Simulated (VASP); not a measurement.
Input of a VASP 6.6.1 run:

Contents of POSCAR:

```
ZnS
1.0
    3.7516058615      0.0000000000      0.0000000000
   -1.8758029307      3.2489859810      0.0000000000
    0.0000000000      0.0000000000     12.8404590974
Zn S
4 4
Direct
    0.0000000000      0.0000000000      0.0001143924
    0.0000000000      0.0000000000      0.5001143924
    0.3333333333      0.6666666667      0.2500706174
    0.6666666667      0.3333333333      0.7500706174
    0.0000000000      0.0000000000      0.1872361436
    0.0000000000      0.0000000000      0.6872361436
    0.3333333333      0.6666666667      0.4375788466
    0.6666666667      0.3333333333      0.9375788466
```

The input INCAR.step1:

```
SYSTEM = ZnS
PREC     = Accurate       ! precision mode
ENCUT    = 520            ! plane-wave cutoff, eV
ISMEAR   = 0              ! smearing method
SIGMA    = 0.05           ! smearing width, eV
LREAL    = .False.        ! projectors in reciprocal space
LASPH    = .True.         ! aspherical terms in the spheres
NELM     = 100            ! most SCF steps
NBANDS   = 46             ! bands
GGA      = PE             ! functional
ALGO     = Normal         ! electronic algorithm
EDIFF    = 1E-4           ! SCF threshold, eV
LWAVE    = .True.         ! write WAVECAR
LCHARG   = .False.        ! write CHGCAR
```

The input INCAR.step2:

```
SYSTEM = ZnS
PREC     = Accurate       ! precision mode
ENCUT    = 520            ! plane-wave cutoff, eV
EDIFF    = 1E-6           ! SCF threshold, eV
ISMEAR   = 0              ! smearing method
SIGMA    = 0.05           ! smearing width, eV
LREAL    = .False.        ! projectors in reciprocal space
LASPH    = .True.         ! aspherical terms in the spheres
NELM     = 100            ! most SCF steps
ALGO     = Normal         ! electronic algorithm
ISIF     = 2              ! what is computed and relaxed
LWAVE    = .False.        ! write WAVECAR
LCHARG   = .False.        ! write CHGCAR
METAGGA  = R2SCAN         ! meta-GGA
LMIXTAU  = .True.       
NBANDS   = 46             ! bands
ISTART   = 1
```

Contents of KPOINTS:

```
regular mesh
0
Gamma
  6 6 2
  0 0 0
```

Potentials or basis: VASP PAW PBE potentials, release 64 (Zn, S).

Command:

```bash
$ cat potpaw_PBE.64/Zn/POTCAR potpaw_PBE.64/S/POTCAR > POTCAR
$ cp INCAR.step1 INCAR
$ mpirun -np 1 vasp_std > vasp.out
$ cp INCAR.step2 INCAR
$ mpirun -np 1 vasp_std > vasp.out
```

Estimate the band gap on the k mesh.

2.63 eV.

Predict the pressure.

0.3 GPa.

Stress tensor (GPa, compression positive):
```
 2.36  0.00  0.00
 0.00  2.36  0.00
 0.00  0.00 -3.80
```

Caveat: the cell differs from its parent crystal (strain -0.015 along x and y, +0.030 along z); the PAW data sets were made with another functional, which shifts forces and pressure a little.
